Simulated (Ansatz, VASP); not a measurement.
**Fe in VASP and in Ansatz**

```
CELL_PARAMETERS angstrom
2.76261 0.00000 0.00000
1.39782 2.03790 0.00000
1.36478 0.16566 2.03116
ATOMIC_POSITIONS crystal
Fe 0.00000 0.00000 0.00000
```

Alike in both runs: task single point; functional PBEsol; k mesh 13 × 13 × 13; occupations gaussian, width 0.1 eV; collinear spin.

```csv
,VASP,Ansatz
version,VASP 6.6.1,Ansatz 0.2.0
potentials or method,"VASP PAW PBE potentials, release 64 (Fe), cutoff 520 eV","all-electron LAPW, scalar-relativistic"
```

Ansatz gave:

| Property | Result |
| --- | --- |
| gap on the k mesh at the Fermi level (eV) | none |
| pressure (GPa) | -10.6 |
| traceless stress, the component that is largest in VASP (GPa) | -3.90 |
| net moment per atom (μB) | 2.17 |
| size of the moment on the site where the two differ most (μB) | 2.22 |

Problem. Estimate VASP's values.

Solution. gap on the k mesh at the Fermi level (eV): none; pressure (GPa): -10.4; traceless stress, the component that is largest in VASP (GPa): -3.75; net moment per atom (μB): 2.20; size of the moment on the site where the two differ most (μB): 2.19.

VASP's potentials were made for PBE, not for PBEsol. Site moments also hang on the region over which each program counts them. A gap of «none» marks a metal or a gap that the smearing closes. Ansatz ran all-electron here, and VASP with PAW potentials.
